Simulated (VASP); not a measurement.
Sn, 2 atoms in the cell. The structure is tetragonal, space group I4_1/amd (No. 141). The conventional cell has a = 5.787 Å, b = 5.787 Å, c = 3.126 Å, α = 90.00°, β = 90.00°, γ = 90.00°. Sn (site symmetry -4m2) has 10 Sn at 3.00 to 3.72 Å within 3.9 Å. 

* Program: VASP 6.6.1
* Task: single point
* Functional: LDA
* Potentials or basis: VASP PAW LDA potentials, release 64 (Sn_d)
* Cutoff: 520 eV
* k mesh: 9 × 9 × 9
* Occupations: fermi-dirac, width 0.05 eV
* Spin: no spin polarisation
* Dipole correction: no
* Further INCAR settings: ALGO = Fast; EDIFF = 1e-06; NBANDS = 21

Potentials or basis: VASP PAW LDA potentials, release 64 (Sn_d).

Run with:

```bash
$ cat potpaw_LDA.64/Sn_d/POTCAR > POTCAR
$ mpirun -np 1 vasp_std > vasp.out
```

Hardware: 1 thread of AMD EPYC 9R45 96-Core Processor (Zen 5), on a shared host.

Problem. Estimate the wall time of this run.

Solution. Run time: 76 s on 1 thread of AMD EPYC 9R45 96-Core Processor (Zen 5) (shared host), peak memory 0.18 GiB. Counts: scf iterations 13, k points 75.
